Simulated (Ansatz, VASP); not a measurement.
Ga in VASP and in Ansatz

```
CELL_PARAMETERS angstrom
1.37372 -3.99948 0.00000
1.37372 3.99948 0.00000
-0.11666 0.00000 3.30758
ATOMIC_POSITIONS crystal
Ga 0.86900 0.13100 0.25000
Ga 0.13100 0.86900 0.75000
```

Change from the starting cell: volume scaled by 0.98, PAW files.

Alike in both runs: task electric field gradients; functional PBE; k mesh 14 × 14 × 11; occupations fermi-dirac, width 0.05 eV; no spin polarisation.

|  | VASP | Ansatz |
| --- | --- | --- |
| version | VASP 6.6.1 | Ansatz 0.2.0 |
| potentials or method | VASP PAW PBE potentials, release 64 (Ga_d) | PAW with Ansatz's default frozen-core files, scalar-relativistic |
| plane-wave cutoff (eV) | 520 | 420 |
| valence electrons in the cell | 26 | 26 |

Ansatz gave:

```
pressure (GPa)                                                : 3.0
traceless stress, the component that is largest in VASP (GPa) : -0.27
rms of the force components (eV/Å)                            : 0.114
size of Vzz on the site where it differs most (V/Å²)          : 27.3
```

Task: What did VASP give for the same quantities?

Result: Pressure (GPa): 3.1; traceless stress, the component that is largest in VASP (GPa): -0.29; rms of the force components (eV/Å): 0.114; size of Vzz on the site where it differs most (V/Å²): 25.6.

Atom by atom the forces differ by 0.001 eV/Å (rms over components). With one functional, cell and mesh, what is left measures potentials, basis and numerics.
